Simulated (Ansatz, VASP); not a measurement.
**Two plane-wave programs on AlN**

Contents of INCAR:

```
SYSTEM = AlN
  PREC = Accurate
  ENCUT = 520
  EDIFF = 1E-6
  ISMEAR = 0
  SIGMA = 0.05
  LREAL = .False.
  LASPH = .True.
  NELM = 100
  ALGO = Normal
  ISIF = 2
  LWAVE = .False.
  LCHARG = .True.
  GGA = PS
  LELF = .True.
  LVHAR = .True.
  NBANDS = 16
```

KPOINTS

```
Automatic mesh
0
Gamma
  9 9 6
  0 0 0
```

File POSCAR:

```
AlN
1.0
    2.9275651106      0.0000000000      0.0000000000
   -1.4637825553      2.5353457570      0.0000000000
    0.0000000000      0.0000000000      5.6213728221
Al N
2 2
Direct
    0.3333333333      0.6666666667      0.0000000000
    0.6666666667      0.3333333333      0.5000000000
    0.3333333333      0.6666666667      0.3850000000
    0.6666666667      0.3333333333      0.8850000000
```

Input for Ansatz:

```yaml
crystal:
  lattice:
    - [2.9275651106, 0.0, 0.0]
    - [-1.4637825553, 2.535345757, 0.0]
    - [0.0, 0.0, 5.6213728221]
  atoms:
    - { symbol: Al, position: [0.3333333333, 0.6666666667, 0.0] }
    - { symbol: Al, position: [0.6666666667, 0.3333333333, 0.5] }
    - { symbol: "N", position: [0.3333333333, 0.6666666667, 0.385] }
    - { symbol: "N", position: [0.6666666667, 0.3333333333, 0.885] }
basis:
  ecutwfc: 420
kpoints:
  mp_grid: { grid: [9, 9, 6] }
hamiltonian:
  xc: pbesol
scf:
  occupations: { method: gaussian, width: 0.05 }
output:
  forces: true
  stress: true
  eigenvalues: true
```

Alike in both runs: task single point; functional PBEsol; k mesh 9 × 9 × 6; occupations gaussian, width 0.05 eV; no spin polarisation.

```csv
,VASP,Ansatz
version,VASP 6.6.1,Ansatz 0.2.0
potentials or method,"VASP PAW PBE potentials, release 64 (Al, N), cutoff 520 eV","scalar-relativistic, plane waves, PAW"
valence electrons in the cell,16,16
```

Ansatz gave:

| Item | Value |
| --- | --- |
| gap on the k mesh at the Fermi level (eV) | 3.01 |
| least direct gap on the mesh (eV) | 3.01 |
| pressure (GPa) | 11.1 |
| traceless stress, the component that is largest in VASP (GPa) | -44.08 |
| rms of the force components (eV/Å) | 0.595 |

Which values does VASP return?

gap on the k mesh at the Fermi level (eV): 3.01; least direct gap on the mesh (eV): 3.01; pressure (GPa): 11.3; traceless stress, the component that is largest in VASP (GPa): -44.62; rms of the force components (eV/Å): 0.607.

VASP's potentials were made for PBE, not for PBEsol. Atom by atom the forces differ by 0.013 eV/Å (rms over components).
